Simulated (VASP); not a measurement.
Here is a VASP 6.6.1 calculation.

Contents of INCAR:

```
PREC = Accurate
ENCUT = 520
EDIFF = 1E-7
ISMEAR = 0
SIGMA = 0.15
LREAL = F
LASPH = T
NELM = 60
ALGO = Fast
ISIF = 2
LWAVE = F
LCHARG = T
GGA = PS
LELF = T
LVHAR = T
NBANDS = 19
```

KPOINTS

```
regular mesh
0
Gamma
  18 18 10
```

The input POSCAR:

```
Zr
1.0
    3.1835182492      0.0000000000      0.0000000000
   -1.5917591246      2.7570076772      0.0000000000
    0.0000000000      0.0000000000      5.2242050000
Zr
2
Direct
    0.3333333333      0.6666666667      0.2500000000
    0.6666666667      0.3333333333      0.7500000000
```

Potentials or basis: VASP PAW PBE potentials, release 64 (Zr_sv).

Launch:

```bash
$ cat potpaw_PBE.64/Zr_sv/POTCAR > POTCAR
$ mpirun -np 1 vasp_std > vasp.out
```

(1) Predict the pressure.

(2) What does it give for the band gap on the k mesh?

## Answers

(1) -2.0 GPa.

(2) zero (bands 12 and 13 overlap by 1.18 eV).

Caveat: the cell differs from its parent crystal (strain -0.015 along x and y, +0.015 along z); the PAW data sets were made with another functional, which shifts forces and pressure a little.
